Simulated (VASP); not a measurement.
# Sc (Fm-3m) in VASP: a series of runs, part 2 of 2

VASP 6.6.1. Earlier steps stand in the parts before.

### Step 3. Single point, r2SCAN (26.19 Å³/atom)

This run uses another cell than the first one, of 26.19 Å³/atom.

Contents of POSCAR:

```
Sc
1.0
    0.0000000000      2.3571345886      2.3571345886
    2.3571345886      0.0000000000      2.3571345886
    2.3571345886      2.3571345886      0.0000000000
Sc
1
Direct
    0.0000000000      0.0000000000      0.0000000000
```

Contents of INCAR.step1:

```
SYSTEM = Sc
PREC = Accurate ; ENCUT = 520
ISMEAR = -1 ; SIGMA = 0.1
LREAL = .FALSE. ; LASPH = .TRUE.
NELM = 60 ; NBANDS = 12
GGA = PE ; ALGO = Normal
EDIFF = 1E-4 ; LWAVE = .TRUE.
LCHARG = .FALSE.
```

Contents of INCAR.step2:

```
SYSTEM = Sc
PREC = Accurate ; ENCUT = 520
EDIFF = 1E-7 ; ISMEAR = -1
SIGMA = 0.1 ; LREAL = .FALSE.
LASPH = .TRUE. ; NELM = 60
ALGO = Normal ; ISIF = 2
LWAVE = .FALSE. ; LCHARG = .FALSE.
METAGGA = R2SCAN ; LMIXTAU = .TRUE.
NBANDS = 12 ; ISTART = 1
```

Contents of KPOINTS:

```
Automatic mesh
0
G
  13 13 13
  0 0 0
```

Potentials or basis: VASP PAW PBE potentials, release 64 (Sc_sv).

Run with:

```
$ cat potpaw_PBE.64/Sc_sv/POTCAR > POTCAR
$ cp INCAR.step1 INCAR
$ mpirun -np 1 vasp_std > vasp.out
$ cp INCAR.step2 INCAR
$ mpirun -np 1 vasp_std > vasp.out
```

OUTCAR:

```text
SYSTEM = Sc
   PREC = Accurate
   ENCUT = 520
   EDIFF = 1E-7
   ISMEAR = -1
   LREAL = .FALSE.
   LASPH = .TRUE.
   NELM = 60
   ISIF = 2
   METAGGA = R2SCAN
   ISTART = 1

 ion  position               nearest neighbor table
   1  0.000  0.000  0.000-

  LATTYP: Found a face centered cubic cell.
 ALAT       =     4.7142691772

  Lattice vectors:

 A1 = (   0.0000000000,   2.3571345886,   2.3571345886)
 A2 = (   2.3571345886,   0.0000000000,   2.3571345886)
 A3 = (   2.3571345886,   2.3571345886,   0.0000000000)

Analysis of symmetry for initial positions (statically):
=====================================================================
 Subroutine PRICEL returns:
 Original cell was already a primitive cell.

 Routine SETGRP: Setting up the symmetry group for a
 face centered cubic supercell.

 Subroutine GETGRP returns: Found 48 space group operations
 (whereof 48 operations were pure point group operations)
 out of a pool of 48 trial point group operations.

The static configuration has the point symmetry O_h .

Analysis of symmetry for dynamics (positions and initial velocities):
=====================================================================
 Subroutine PRICEL returns:
 Original cell was already a primitive cell.

 Routine SETGRP: Setting up the symmetry group for a
 face centered cubic supercell.

 Subroutine GETGRP returns: Found 48 space group operations
 (whereof 48 operations were pure point group operations)
 out of a pool of 48 trial point group operations.

The dynamic configuration has the point symmetry O_h .

 Subroutine INISYM returns: Found 48 space group operations
 (whereof 48 operations are pure point group operations),
 and found     1 'primitive' translations

----------------------------------------------------------------------------------------

                                     Primitive cell

  volume of cell :      26.1929

  direct lattice vectors                    reciprocal lattice vectors
     0.000000000  2.357134589  2.357134589    -0.212121956  0.212121956  0.212121956
     2.357134589  0.000000000  2.357134589     0.212121956 -0.212121956  0.212121956
     2.357134589  2.357134589  0.000000000     0.212121956  0.212121956 -0.212121956

  length of vectors
     3.333491704  3.333491704  3.333491704     0.367406006  0.367406006  0.367406006

  position of ions in fractional coordinates (direct lattice)
     0.000000000  0.000000000  0.000000000

  ion indices of the primitive-cell ions
   primitive index   ion index
                 1           1

----------------------------------------------------------------------------------------

 KPOINTS: Automatic mesh

Automatic generation of k-mesh.
 Grid dimensions read from file:
 generate k-points for:   13   13   13

 Generating k-lattice:

  Cartesian coordinates                     Fractional coordinates (reciprocal lattice)
    -0.016317074  0.016317074  0.016317074     0.076923077  0.000000000  0.000000000
     0.016317074 -0.016317074  0.016317074     0.000000000  0.076923077  0.000000000
     0.016317074  0.016317074 -0.016317074     0.000000000  0.000000000  0.076923077

  Length of vectors
     0.028262000  0.028262000  0.028262000

  Shift w.r.t. Gamma in fractional coordinates (k-lattice)
     0.000000000  0.000000000  0.000000000

 Subroutine IBZKPT returns following result:
 ===========================================

 Found     84 irreducible k-points:

 Following reciprocal coordinates:
            Coordinates               Weight
  0.000000  0.000000  0.000000      1.000000
  0.076923  0.000000  0.000000      8.000000
  0.153846  0.000000  0.000000      8.000000
  0.230769  0.000000  0.000000      8.000000
  0.307692  0.000000  0.000000      8.000000
  0.384615  0.000000  0.000000      8.000000
[... 16 lines left out ...]
  0.384615  0.153846  0.000000     24.000000
  0.461538  0.153846  0.000000     24.000000
 [... further k-points ...]
   k-points           NKPTS =     84   k-points in BZ     NKDIM =     84   number of bands    NBANDS=     12
   number of dos      NEDOS =    301   number of ions     NIONS =      1
   total plane-waves  NPLWV =  21952
   dimension x,y,z NGX =    28 NGY =   28 NGZ =   28
   dimension x,y,z NGXF=    56 NGYF=   56 NGZF=   56
   ions per type =               1
   NGX,Y,Z   is equivalent  to a cutoff of  13.96, 13.96, 13.96 a.u.
   NGXF,Y,Z  is equivalent  to a cutoff of  27.93, 27.93, 27.93 a.u.
 SYSTEM =  Sc
   PREC   = accura    normal or accurate (medium, high low for compatibility)
   ISTART =      1    job   : 0-new  1-cont  2-samecut
   ICHARG =      0    charge: 1-file 2-atom 10-const
   ISPIN  =      1    spin polarized calculation?
   LNONCOLLINEAR =      F non collinear calculations
   LSORBIT =      F    spin-orbit coupling
   LASPH  =      T    aspherical Exc in radial PAW
   ENCUT  =  520.0 eV  38.22 Ry    6.18 a.u.   6.20  6.20  6.20*2*pi/ulx,y,z
   NELM   =     60;   NELMIN=  2; NELMDL=  0     # of ELM steps
   EDIFF  = 0.1E-06   stopping-criterion for ELM
   LREAL  =      F    real-space projection
   EDIFFG = 0.1E-05   stopping-criterion for IOM
   NSW    =      0    number of steps for IOM
   IBRION =     -1    ionic relax: 0-MD 1-quasi-New 2-CG
   NFREE  =      0    steps in history (QN), initial steepest desc. (CG)
   ISIF   =      2    stress and relaxation
   ISYM   =      2    0-nonsym 1-usesym 2-fastsym
   POTIM  = 0.5000    time-step for ionic-motion
   TEBEG  =    0.0;   TEEND  =   0.0 temperature during run
   PSTRESS=    0.0 pullay stress
   NELECT =      11.0000    total number of electrons
   NUPDOWN=      -1.0000    fix difference up-down
   EMIN   =  10.00;   EMAX   =-10.00  energy-range for DOS
   EFERMI =   0.00;   METHOD = LEGACY
   ISMEAR =    -1;   SIGMA  =   0.10  broadening in eV -4-tet -1-fermi 0-gaus
   EFERMI_NEDOS =   21; number of points for ismear=-14 and -15
   IALGO  =     38    algorithm
   IMIX   =      4    mixing-type and parameters
     AMIX     =   0.40;   BMIX     =  1.00
     AMIX_MAG =   1.60;   BMIX_MAG =  1.00
  volume/ion in A,a.u.               =      26.19       176.76
  Fermi-wavevector in a.u.,A,eV,Ry     =   1.225965  2.316738 20.449417  1.502990
  Thomas-Fermi vector in A             =   2.360983
   LORBIT       =      0    0 simple, 1 ext, 2 COOP (PROOUT), +10 PAW based schemes
   METAGGA = R2SCAN    functional components
   LHFCALC =     F    Hartree Fock is set to
   AEXX    =    0.0000 exact exchange contribution
   IVDW    =     0    specifies the selected vdW correction
   LEPSILON=     F    determine dielectric tensor
   LRPA    =     F    only Hartree local field effects (RPA)
 non-spin polarized calculation
  energy-cutoff  :      520.00
  volume of cell :       26.19
 maximum number of plane-waves:       725
 NGX is ok and might be reduce to    28
   NGX = 13   NGY = 13   NGZ = 13

 number of electron      11.0000001 magnetization

 Free energy of the ion-electron system (eV)
  ---------------------------------------------------
  ext. energy  EPLUGINS =         0.00000000
  ---------------------------------------------------
  free energy    TOTEN  =       -11.32386820 eV

  energy without entropy =      -11.26088212  energy(sigma->0) =      -11.29237516

 E-fermi :   3.4340     XC(G=0): -10.3548

 val. band max:        3.4312010274   @ k =  -0.3077   0.2308   0.0769
 cond. band min:       3.4779029845   @ k =  -0.4615   0.3077   0.1538
 fundamental gap:      0.0467019571
 Fermi energy:         3.4339664673

 k-point     1 :       0.0000    0.0000    0.0000
  band No.  band energies     occupation
      1     -48.3037      2.00000
      2     -25.7664      2.00000
      3     -25.7664      2.00000
      4     -25.7664      2.00000
      5      -2.0255      2.00000
      6       5.1323      0.00000
      7       5.1323      0.00000
      8       5.1323      0.00000
      9       6.4851      0.00000
     10       6.4851      0.00000
     11      16.0962      0.00000
     12      19.5414      0.00000
[... 331 lines left out ...]
 k-point    24 :       0.4615    0.1538    0.0000
  band No.  band energies     occupation
      1     -48.2549      2.00000
      2     -26.0575      2.00000
      3     -25.8464      2.00000
      4     -25.8273      2.00000
      5       1.6088      2.00000
      6       3.3585      1.36044
      7       4.6820      0.00001
      8       5.4517      0.00000
      9       7.3391      0.00000
     10       7.3825      0.00000
     11      10.6530      0.00000
     12      15.3924      0.00000

 [... further k-points ...]

------------------------ aborting loop because EDIFF is reached ----------------------------------------

  FORCE on cell =-STRESS in cart. coord.  units (eV):
  Direction    XX          YY          ZZ          XY          YZ          ZX
  --------------------------------------------------------------------------------------
  -------------------------------------------------------------------------------------
  Total       -0.2986997     -0.2986997     -0.2986997      0.0000000     -0.0000000     -0.0000000
  in kB      -18.2709957    -18.2709957    -18.2709957      0.0000000     -0.0000000     -0.0000000
  external PRESSURE =     -18.2709957 kB  Pullay stress =       0.0000000 kB

 VOLUME and BASIS-vectors are now :
 -----------------------------------------------------------------------------
  energy-cutoff  :      520.00
  volume of cell :       26.19
      direct lattice vectors                 reciprocal lattice vectors
     0.000000000  2.357134589  2.357134589    -0.212121956  0.212121956  0.212121956
     2.357134589  0.000000000  2.357134589     0.212121956 -0.212121956  0.212121956
     2.357134589  2.357134589  0.000000000     0.212121956  0.212121956 -0.212121956

 POSITION                                       TOTAL-FORCE (eV/Angst)
 -----------------------------------------------------------------------------------
      0.00000      0.00000      0.00000         0.000000      0.000000      0.000000
 -----------------------------------------------------------------------------------
    total drift:                               -0.000000     -0.000000     -0.000000

  FREE ENERGIE OF THE ION-ELECTRON SYSTEM (eV)
  ---------------------------------------------------
  free  energy   TOTEN  =       -11.3238682003 eV

  energy  without entropy=      -11.2608821164  energy(sigma->0) =      -11.29237516
```

Wall time 64 s (1 thread of Intel Xeon 6975P-C (Granite Rapids), shared host); peak memory 0.17 GiB.

Results:

* Free energy: -11.3239 eV
* Pressure: -1.8 GPa
* Band gap on the k mesh: zero (an odd number of electrons rules out a gap without spin polarisation)

Caveat: the PAW data sets were made with another functional, which shifts forces and pressure a little.

### Step 4. Single point, r2SCAN (27.20 Å³/atom)

This run uses another cell than the first one, of 27.20 Å³/atom.

Contents of POSCAR:

```
Sc
1.0
    0.0000000000      2.3869749031      2.3869749031
    2.3869749031      0.0000000000      2.3869749031
    2.3869749031      2.3869749031      0.0000000000
Sc
1
Direct
    0.0000000000      0.0000000000      0.0000000000
```

Contents of INCAR.step1:

```
SYSTEM = Sc
PREC     = Accurate       ! precision mode
ENCUT    = 520            ! plane-wave cutoff, eV
ISMEAR   = -1             ! smearing method
SIGMA    = 0.1            ! smearing width, eV
LREAL    = .FALSE.        ! projectors in reciprocal space
LASPH    = .TRUE.         ! aspherical terms in the spheres
NELM     = 60             ! most SCF steps
NBANDS   = 12             ! bands
GGA      = PE             ! functional
ALGO     = Normal         ! electronic algorithm
EDIFF    = 1E-4           ! SCF threshold, eV
LWAVE    = .TRUE.         ! write WAVECAR
LCHARG   = .FALSE.        ! write CHGCAR
```

Contents of INCAR.step2:

```
SYSTEM = Sc
PREC     = Accurate       ! precision mode
ENCUT    = 520            ! plane-wave cutoff, eV
EDIFF    = 1E-6           ! SCF threshold, eV
ISMEAR   = -1             ! smearing method
SIGMA    = 0.1            ! smearing width, eV
LREAL    = .FALSE.        ! projectors in reciprocal space
LASPH    = .TRUE.         ! aspherical terms in the spheres
NELM     = 60             ! most SCF steps
ALGO     = Normal         ! electronic algorithm
ISIF     = 2              ! what is computed and relaxed
LWAVE    = .FALSE.        ! write WAVECAR
LCHARG   = .FALSE.        ! write CHGCAR
METAGGA  = R2SCAN         ! meta-GGA
LMIXTAU  = .TRUE.       
NBANDS   = 12             ! bands
ISTART   = 1
```

Contents of KPOINTS:

```
regular mesh
0
G
  13 13 13
  0 0 0
```

Run with:

```
$ cat potpaw_PBE.64/Sc_sv/POTCAR > POTCAR
$ cp INCAR.step1 INCAR
$ mpirun -np 1 vasp_std > vasp.out
$ cp INCAR.step2 INCAR
$ mpirun -np 1 vasp_std > vasp.out
```

Run time: 60 s. Hardware: 1 thread of Intel Xeon 6975P-C (Granite Rapids), shared host; peak memory 0.17 GiB.

The run converged. Its results:

```
Free energy            : -11.3071 eV
Pressure               : -3.5 GPa
Band gap on the k mesh : zero (an odd number of electrons rules out a gap without spin polarisation)
```

Levels at points of the mesh, in eV from the Fermi level:
```csv
k point,band 1,band 2,band 3,band 4,band 5,band 6,band 7,band 8,band 9,band 10
"(0.00, 0.00, 0.00)",-51.85,-29.33,-29.33,-29.33,-5.38,1.64,1.64,1.64,2.93,2.93
```

Caveat: the cell stands under tension; the PAW data sets were made with another functional, which shifts forces and pressure a little.

### Step 5. The runs side by side

| cell | gap on the mesh (eV) | pressure (GPa) |
| --- | --- | --- |
| a = 3.290 Å, angles 60.0°, 1 atom | none | 0.1 |
| a = 3.333 Å, angles 60.0°, 1 atom | none | -1.8 |
| a = 3.376 Å, angles 60.0°, 1 atom | none | -3.5 |

Alike in all rows: task single point; level r2SCAN; potentials or basis VASP PAW PBE potentials, release 64 (Sc_sv); no spin polarisation; k mesh 13 × 13 × 13; cutoff (eV) 520; smearing fermi-dirac 0.1 eV.

Caveats: the PAW data sets were made with another functional, which shifts forces and pressure a little; the cell stands under tension (at least some runs).

Total energies depend on the potentials used, so only differences within one code and one set of settings carry meaning.

The gap in the log of VASP goes by the Fermi energy; the results here count the filled bands.